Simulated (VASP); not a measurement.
A run of VASP 6.6.1 is set up as follows.

File INCAR:

```
ALGO     = Fast           # electronic algorithm
EDIFF    = 1E-7           # SCF threshold, eV
ENCUT    = 520            # plane-wave cutoff, eV
GGA      = PE             # functional
ISIF     = 2              # what is computed and relaxed
ISMEAR   = 0              # smearing method
LASPH    = True           # aspherical terms in the spheres
LCHARG   = False          # write CHGCAR
LREAL    = False          # projectors in reciprocal space
LWAVE    = False          # write WAVECAR
NBANDS   = 63             # bands
NELM     = 60             # most SCF steps
PREC     = Accurate       # precision mode
SIGMA    = 0.15           # smearing width, eV
```

KPOINTS

```
k-points
0
Gamma
  13 13 5
```

Contents of POSCAR:

```
SiNi3
1.0
    0.0000000000     -3.5062596265      0.0000000000
    0.0000000000      0.0000000000     -3.5062596265
   12.0187788796      0.0000000000      0.0000000000
Si Ni
3 9
Direct
    1.0000000000      1.0000000000      0.2187842403
    1.0000000000      1.0000000000      0.5105160096
    1.0000000000      1.0000000000      0.8022477788
    0.5000000000      0.5000000000      0.8022477788
    0.5000000000      0.5000000000      0.2187842403
    0.5000000000      0.5000000000      0.5105160096
    0.0000000000      0.5000000000      0.0729183557
    0.0000000000      0.5000000000      0.3646501249
    0.0000000000      0.5000000000      0.6563818942
    0.5000000000      1.0000000000      0.0729183557
    0.5000000000      1.0000000000      0.3646501249
    0.5000000000      1.0000000000      0.6563818942
```

Potentials or basis: VASP PAW PBE potentials, release 64 (Si, Ni).

Run with:

```bash
$ cat potpaw_PBE.64/Si/POTCAR potpaw_PBE.64/Ni/POTCAR > POTCAR
$ mpirun -np 1 vasp_std > vasp.out
```

What does it give for the band gap on the k mesh?

Zero (bands 51 and 52 overlap by 0.30 eV).

What does it give for the pressure?

-4.9 GPa.

Estimate the largest force.

1.235 eV/Å.

Forces on the atoms (eV/Å):
```
Si  -0.559  0.000  0.000
Si  -0.198  0.000  0.000
Si  -0.414  0.000  0.000
Ni   1.235  0.000  0.000
Ni  -0.420  0.000  0.000
Ni   0.155  0.000  0.000
Ni  -0.113  0.000  0.000
Ni  -0.006  0.000  0.000
Ni   0.220  0.000  0.000
Ni  -0.113  0.000  0.000
Ni  -0.006  0.000  0.000
Ni   0.220  0.000  0.000
```

Caveat: the cell differs from its parent crystal (the distance across one plane changed); the cell stands under tension; forces of over 1 eV/Å act on the atoms, so gaps and moduli don't describe the material at rest. Spin polarisation is off, so any magnetic state and its effect on volume and gap are missing.
